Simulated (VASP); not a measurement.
# Pd (Fm-3m) in VASP: a series of runs

The runs below take Pd through elastic constants, with PBEsol.

Program: VASP 6.6.1. These are calculated values, not measurements. Logs are shortened: lines on timing, memory, paths and dates and some standing lists are left out, and cuts for length are marked.

## Step 1: The cell of the first run

The structure is cubic, space group Fm-3m (No. 225). The conventional cell has a = 3.877 Å, b = 3.877 Å, c = 3.877 Å, α = 90.00°, β = 90.00°, γ = 90.00°. Pd (site symmetry m-3m) has 12 Pd at 2.74 Å within 3.6 Å.

## Step 2: Elastic constants, PBEsol

Input file INCAR:

```
SYSTEM = Pd
ALGO = Normal
EDIFF = 1E-8
ENCUT = 600
GGA = PS
IBRION = 6
ISIF = 3
ISMEAR = -1
LASPH = .True.
LCHARG = .True.
LREAL = .False.
LWAVE = .False.
NBANDS = 11
NELM = 80
NFREE = 2
NSW = 1
POTIM = 0.015
PREC = Accurate
SIGMA = 0.08
```

Input file KPOINTS:

```
k-points
0
Gamma
  22 22 22
  0 0 0
```

Input file POSCAR:

```
Pd
1.0
    0.0000000000      1.9385959224      1.9385959224
    1.9385959224      0.0000000000      1.9385959224
    1.9385959224      1.9385959224      0.0000000000
Pd
1
Direct
    0.0000000000      0.0000000000      0.0000000000
```

Potentials or basis: VASP PAW PBE potentials, release 64 (Pd).

Launch:

```console
cat potpaw_PBE.64/Pd/POTCAR > POTCAR
mpirun -np 1 vasp_std > vasp.out
```

OUTCAR:

```text
SYSTEM = Pd
   EDIFF = 1E-8
   ENCUT = 600
   GGA = PS
   IBRION = 6
   ISIF = 3
   ISMEAR = -1
   LASPH = .True.
   LREAL = .False.
   NELM = 80
   NFREE = 2
   NSW = 1
   POTIM = 0.015
   PREC = Accurate

 ion  position               nearest neighbor table
   1  0.000  0.000  0.000-

  LATTYP: Found a face centered cubic cell.
 ALAT       =     3.8771918448

  Lattice vectors:

 A1 = (   0.0000000000,   1.9385959224,   1.9385959224)
 A2 = (   1.9385959224,   0.0000000000,   1.9385959224)
 A3 = (   1.9385959224,   1.9385959224,   0.0000000000)

Analysis of symmetry for initial positions (statically):
=====================================================================
 Subroutine PRICEL returns:
 Original cell was already a primitive cell.

 Routine SETGRP: Setting up the symmetry group for a
 face centered cubic supercell.

 Subroutine GETGRP returns: Found 48 space group operations
 (whereof 48 operations were pure point group operations)
 out of a pool of 48 trial point group operations.

The static configuration has the point symmetry O_h .

Analysis of symmetry for dynamics (positions and initial velocities):
=====================================================================
 Subroutine PRICEL returns:
 Original cell was already a primitive cell.

 Routine SETGRP: Setting up the symmetry group for a
 face centered cubic supercell.

 Subroutine GETGRP returns: Found 48 space group operations
 (whereof 48 operations were pure point group operations)
 out of a pool of 48 trial point group operations.

The dynamic configuration has the point symmetry O_h .

 Subroutine INISYM returns: Found 48 space group operations
 (whereof 48 operations are pure point group operations),
 and found     1 'primitive' translations

----------------------------------------------------------------------------------------

                                     Primitive cell

  volume of cell :      14.5711

  direct lattice vectors                    reciprocal lattice vectors
     0.000000000  1.938595922  1.938595922    -0.257918628  0.257918628  0.257918628
     1.938595922  0.000000000  1.938595922     0.257918628 -0.257918628  0.257918628
     1.938595922  1.938595922  0.000000000     0.257918628  0.257918628 -0.257918628

  length of vectors
     2.741588645  2.741588645  2.741588645     0.446728167  0.446728167  0.446728167

  position of ions in fractional coordinates (direct lattice)
     0.000000000  0.000000000  0.000000000

  ion indices of the primitive-cell ions
   primitive index   ion index
                 1           1

----------------------------------------------------------------------------------------

 KPOINTS: k-points

Automatic generation of k-mesh.
 Grid dimensions read from file:
 generate k-points for:   22   22   22

 Generating k-lattice:

  Cartesian coordinates                     Fractional coordinates (reciprocal lattice)
    -0.011723574  0.011723574  0.011723574     0.045454545  0.000000000  0.000000000
     0.011723574 -0.011723574  0.011723574     0.000000000  0.045454545  0.000000000
     0.011723574  0.011723574 -0.011723574     0.000000000  0.000000000  0.045454545

  Length of vectors
     0.020305826  0.020305826  0.020305826

[... 92 lines left out ...]
--------------------------------------- Ionic step        1  -------------------------------------------

 number of electron      10.0000000 magnetization

 Free energy of the ion-electron system (eV)
  ---------------------------------------------------
  ext. energy  EPLUGINS =         0.00000000
  ---------------------------------------------------
  free energy    TOTEN  =        -5.98275303 eV

  energy without entropy =       -5.93796107  energy(sigma->0) =       -5.96035705

------------------------ aborting loop because EDIFF is reached ----------------------------------------

  FORCE on cell =-STRESS in cart. coord.  units (eV):
  Direction    XX          YY          ZZ          XY          YZ          ZX
  --------------------------------------------------------------------------------------
  -------------------------------------------------------------------------------------
  Total       -0.0334580     -0.0334580     -0.0334580     -0.0000000      0.0000000      0.0000000
  in kB       -3.6789043     -3.6789043     -3.6789043     -0.0000000      0.0000000      0.0000000
  external PRESSURE =      -3.6789043 kB  Pullay stress =       0.0000000 kB
[... 86 lines left out ...]
  FREE ENERGIE OF THE ION-ELECTRON SYSTEM (eV)
  ---------------------------------------------------
  free  energy   TOTEN  =        -5.9807030329 eV

  energy  without entropy=       -5.9366320150  energy(sigma->0) =       -5.95866752

 E-fermi :  10.1112     XC(G=0): -13.5506

 val. band max:       10.1112171090   @ k =   0.5000   0.0455   0.0000
 cond. band min:      10.1135735524   @ k =   0.4545   0.0000   0.1818
 fundamental gap:      0.0023564434
 Fermi energy:        10.1112426034

 k-point     1 :       0.0000    0.0000    0.0000
  band No.  band energies     occupation
      1       2.6347      2.00000
      2       7.0609      2.00000
      3       7.0609      2.00000
      4       7.2079      2.00000
      5       8.7356      2.00000
      6       8.8896      2.00000
      7      27.2309      0.00000
      8      32.0248      0.00000
      9      32.0248      0.00000
     10      32.4099      0.00000
     11      36.0903      0.00000
[... 310 lines left out ...]
  band No.  band energies     occupation
      1       4.5912      2.00000
      2       7.0411      2.00000
      3       7.0987      2.00000
      4       9.5827      1.99730
      5      10.0342      1.44726
      6      11.3163      0.00000
      7      17.7935      0.00000
      8      26.6892      0.00000
      9      31.0918      0.00000
     10      31.2797      0.00000
     11      36.1387      0.00000

 [... further k-points ...]

[... ionic steps 4 to 12 ...]

--------------------------------------- Ionic step       13  -------------------------------------------

 number of electron      10.0000000 magnetization

------------------------ aborting loop because EDIFF is reached ----------------------------------------
[... 65 lines left out ...]
--------------------------------------- Ionic step       15  -------------------------------------------

 number of electron      10.0000000 magnetization

 Free energy of the ion-electron system (eV)
  ---------------------------------------------------
  ext. energy  EPLUGINS =         0.00000000
  ---------------------------------------------------
  free energy    TOTEN  =        -5.98275318 eV

  energy without entropy =       -5.93796126  energy(sigma->0) =       -5.96035722

 E-fermi :   9.8494     XC(G=0): -13.4562

 val. band max:        9.8475913398   @ k =   0.3636   0.1818   0.0455
 cond. band min:       9.8518311258   @ k =   0.5000   0.2727   0.0455
 fundamental gap:      0.0042397861
 Fermi energy:         9.8494287107

 k-point     1 :       0.0000    0.0000    0.0000
  band No.  band energies     occupation
      1       2.4928      2.00000
      2       6.9184      2.00000
      3       6.9184      2.00000
      4       6.9184      2.00000
      5       8.5819      2.00000
      6       8.5819      2.00000
      7      26.9614      0.00000
      8      31.7994      0.00000
      9      31.7994      0.00000
     10      31.7994      0.00000
     11      35.8813      0.00000
[... 350 lines left out ...]
  FREE ENERGIE OF THE ION-ELECTRON SYSTEM (eV)
  ---------------------------------------------------
  free  energy   TOTEN  =        -5.9827531755 eV

  energy  without entropy=       -5.9379612555  energy(sigma->0) =       -5.96035722

 INTERNAL STRAIN TENSORS FROM STRAINED CELLS
 ============================================

 INTERNAL STRAIN TENSOR FOR ION    1 for displacements in x,y,z  (eV/Angst):
          X           Y           Z          XY          YZ          ZX
  --------------------------------------------------------------------------------
  x     0.00000    -0.00000     0.00000     0.00000     0.00000     0.00000
  y    -0.00000     0.00000    -0.00000    -0.00000    -0.00000     0.00000
  z     0.00000     0.00000    -0.00000     0.00000    -0.00000     0.00000

 INTERNAL STRAIN TENSORS FROM DISPLACED ATOMS
 ============================================

 INTERNAL STRAIN TENSOR FOR ION    1 for displacements in x,y,z  (eV/Angst):
          X           Y           Z          XY          YZ          ZX
  --------------------------------------------------------------------------------
  x     0.00000     0.00000     0.00000     0.00000     0.00000     0.00000
  y     0.00000     0.00000     0.00000     0.00000     0.00000     0.00000
  z     0.00000     0.00000     0.00000     0.00000     0.00000     0.00000

 Eigenvectors and eigenvalues of the dynamical matrix
 ----------------------------------------------------

   1 f/i=    0.000000 THz     0.000000 2PiTHz    0.000000 cm-1     0.000000 meV
             X         Y         Z           dx          dy          dz
      0.000000  0.000000  0.000000     0.857493    0.514496    0.000000

   2 f/i=    0.000000 THz     0.000000 2PiTHz    0.000000 cm-1     0.000000 meV
             X         Y         Z           dx          dy          dz
      0.000000  0.000000  0.000000     0.514496   -0.857493    0.000000

   3 f/i=    0.000000 THz     0.000000 2PiTHz    0.000000 cm-1     0.000000 meV
             X         Y         Z           dx          dy          dz
      0.000000  0.000000  0.000000     0.000000    0.000000    1.000000

--------------------------------------------------------------------------------------------------------

 ELASTIC MODULI CONTR FROM IONIC RELAXATION (kBar)
 Direction    XX          YY          ZZ          XY          YZ          ZX
 --------------------------------------------------------------------------------
 XX           0.0000      0.0000      0.0000      0.0000      0.0000      0.0000
 YY           0.0000      0.0000      0.0000      0.0000      0.0000      0.0000
 ZZ           0.0000      0.0000      0.0000      0.0000      0.0000      0.0000
 XY           0.0000      0.0000      0.0000      0.0000      0.0000      0.0000
 YZ           0.0000      0.0000      0.0000      0.0000      0.0000      0.0000
 ZX           0.0000      0.0000      0.0000      0.0000      0.0000      0.0000
 --------------------------------------------------------------------------------

 TOTAL ELASTIC MODULI (kBar)
 Direction    XX          YY          ZZ          XY          YZ          ZX
 --------------------------------------------------------------------------------
 XX        2432.5813   1822.4554   1822.4554      0.0000     -0.0000     -0.0000
 YY        1822.4554   2432.5813   1822.4554      0.0000      0.0000      0.0000
 ZZ        1822.4554   1822.4554   2432.5813     -0.0000      0.0000     -0.0000
 XY           0.0000      0.0000     -0.0000    829.3992     -0.0000      0.0000
 YZ          -0.0000      0.0000      0.0000     -0.0000    829.3992      0.0000
 ZX          -0.0000      0.0000     -0.0000      0.0000      0.0000    829.3992
 --------------------------------------------------------------------------------
```

It took 16 min on 1 thread of Intel Xeon 6975P-C (Granite Rapids), shared host; peak memory 1 GiB.

Results:

```
Elastic constants C11, C12, C44 : 243, 182, 83 GPa
Voigt bulk modulus              : 203 GPa
```

Elastic tensor in Voigt notation (GPa, in the Cartesian axes of the cell as first typed):
```
243 182 182   0   0   0
182 243 182   0   0   0
182 182 243   0   0   0
  0   0   0  83   0   0
  0   0   0   0  83   0
  0   0   0   0   0  83
```

Clamped-ion elastic tensor (GPa):
```
243 182 182   0   0   0
182 243 182   0   0   0
182 182 243   0   0   0
  0   0   0  83   0   0
  0   0   0   0  83   0
  0   0   0   0   0  83
```

Caveat: the PAW data sets were made with another functional, which shifts forces and pressure a little.

## Step 3: Elastic constants, PBEsol

Input file INCAR:

```
  PREC = Accurate
  ENCUT = 600
  EDIFF = 1E-8
  ISMEAR = -1
  SIGMA = 0.08
  LREAL = F
  LASPH = T
  NELM = 100
  ALGO = Normal
  ISIF = 3
  LWAVE = F
  LCHARG = F
  GGA = PS
  IBRION = 6
  NFREE = 2
  POTIM = 0.015
  NSW = 1
```

Input file KPOINTS:

```
Automatic mesh
0
Gamma
  22 22 22
```

POSCAR is that of step 2.

Potentials or basis: VASP PAW PBE potentials, release 64 (Pd).

Launch:

```console
cat potpaw_PBE.64/Pd/POTCAR > POTCAR
mpirun -np 1 vasp_std > vasp.out
```

OUTCAR:

```text
PREC = Accurate
   ENCUT = 600
   EDIFF = 1E-8
   ISMEAR = -1
   LREAL = F
   LASPH = T
   NELM = 100
   ISIF = 3
   GGA = PS
   IBRION = 6
   NFREE = 2
   POTIM = 0.015
   NSW = 1

 ion  position               nearest neighbor table
   1  0.000  0.000  0.000-

  LATTYP: Found a face centered cubic cell.
 ALAT       =     3.8771918448

  Lattice vectors:

 A1 = (   0.0000000000,   1.9385959224,   1.9385959224)
 A2 = (   1.9385959224,   0.0000000000,   1.9385959224)
 A3 = (   1.9385959224,   1.9385959224,   0.0000000000)

Analysis of symmetry for initial positions (statically):
=====================================================================
 Subroutine PRICEL returns:
 Original cell was already a primitive cell.

 Routine SETGRP: Setting up the symmetry group for a
 face centered cubic supercell.
[... 987 lines left out ...]

 INTERNAL STRAIN TENSORS FROM DISPLACED ATOMS
 ============================================

 INTERNAL STRAIN TENSOR FOR ION    1 for displacements in x,y,z  (eV/Angst):
          X           Y           Z          XY          YZ          ZX
  --------------------------------------------------------------------------------
  x     0.00000     0.00000     0.00000     0.00000     0.00000     0.00000
  y     0.00000     0.00000     0.00000     0.00000     0.00000     0.00000
  z     0.00000     0.00000     0.00000     0.00000     0.00000     0.00000

 Eigenvectors and eigenvalues of the dynamical matrix
 ----------------------------------------------------

   1 f  =    0.000000 THz     0.000000 2PiTHz    0.000000 cm-1     0.000000 meV
             X         Y         Z           dx          dy          dz
      0.000000  0.000000  0.000000     0.707107   -0.707107    0.000000

   2 f  =    0.000000 THz     0.000000 2PiTHz    0.000000 cm-1     0.000000 meV
             X         Y         Z           dx          dy          dz
      0.000000  0.000000  0.000000    -0.707107   -0.707107    0.000000

   3 f  =    0.000000 THz     0.000000 2PiTHz    0.000000 cm-1     0.000000 meV
             X         Y         Z           dx          dy          dz
      0.000000  0.000000  0.000000     0.000000    0.000000    1.000000

--------------------------------------------------------------------------------------------------------

 ELASTIC MODULI CONTR FROM IONIC RELAXATION (kBar)
 Direction    XX          YY          ZZ          XY          YZ          ZX
 --------------------------------------------------------------------------------
 XX           0.0000      0.0000      0.0000      0.0000      0.0000      0.0000
 YY           0.0000      0.0000      0.0000      0.0000      0.0000      0.0000
 ZZ           0.0000      0.0000      0.0000      0.0000      0.0000      0.0000
 XY           0.0000      0.0000      0.0000      0.0000      0.0000      0.0000
 YZ           0.0000      0.0000      0.0000      0.0000      0.0000      0.0000
 ZX           0.0000      0.0000      0.0000      0.0000      0.0000      0.0000
 --------------------------------------------------------------------------------

 TOTAL ELASTIC MODULI (kBar)
 Direction    XX          YY          ZZ          XY          YZ          ZX
 --------------------------------------------------------------------------------
 XX        2432.5247   1822.3459   1822.3459      0.0000      0.0000      0.0000
 YY        1822.3459   2432.5247   1822.3459      0.0000     -0.0000     -0.0000
 ZZ        1822.3459   1822.3459   2432.5247      0.0000     -0.0000      0.0000
 XY           0.0000      0.0000      0.0000    829.8097     -0.0000      0.0000
 YZ           0.0000     -0.0000     -0.0000     -0.0000    829.8097      0.0000
 ZX           0.0000     -0.0000      0.0000      0.0000      0.0000    829.8097
 --------------------------------------------------------------------------------
```

OSZICAR:

```text
N       E                     dE             d eps       ncg     rms          rms(c)
DAV:   1     0.417511366531E+02    0.41751E+02   -0.57829E+03  5944   0.118E+03
DAV:   2    -0.597926842793E+01   -0.47730E+02   -0.46492E+02  6306   0.204E+02
DAV:   3    -0.637221315434E+01   -0.39294E+00   -0.39064E+00  6922   0.218E+01
DAV:   4    -0.637417006516E+01   -0.19569E-02   -0.19567E-02  6873   0.143E+00
[... 160 lines left out ...]
DAV:   2    -0.598310043816E+01   -0.34308E-02   -0.36239E-02  6117   0.219E+00    0.699E-02
DAV:   3    -0.598275359739E+01    0.34684E-03   -0.12644E-03  6658   0.311E-01    0.464E-03
DAV:   4    -0.598275321467E+01    0.38272E-06   -0.12899E-05  7112   0.372E-02    0.219E-03
DAV:   5    -0.598275318004E+01    0.34629E-07   -0.15315E-07  6983   0.391E-03    0.124E-03
DAV:   6    -0.598275317696E+01    0.30843E-08   -0.16024E-08  5739   0.102E-03
  15 F= -.59827532E+01 E0= -.59603572E+01  d E =-.447920E-01
```

Run time: 13 min. Hardware: 1 thread of Intel Xeon 6975P-C (Granite Rapids), shared host; peak memory 0.96 GiB.

What came out:

- Elastic constants C11, C12, C44: 243, 182, 83 GPa
- Voigt bulk modulus: 203 GPa

Elastic tensor in Voigt notation (GPa, in the Cartesian axes of the cell as first typed):
```
243 182 182   0   0   0
182 243 182   0   0   0
182 182 243   0   0   0
  0   0   0  83   0   0
  0   0   0   0  83   0
  0   0   0   0   0  83
```

Clamped-ion elastic tensor (GPa):
```
243 182 182   0   0   0
182 243 182   0   0   0
182 182 243   0   0   0
  0   0   0  83   0   0
  0   0   0   0  83   0
  0   0   0   0   0  83
```

Caveat: the PAW data sets were made with another functional, which shifts forces and pressure a little.
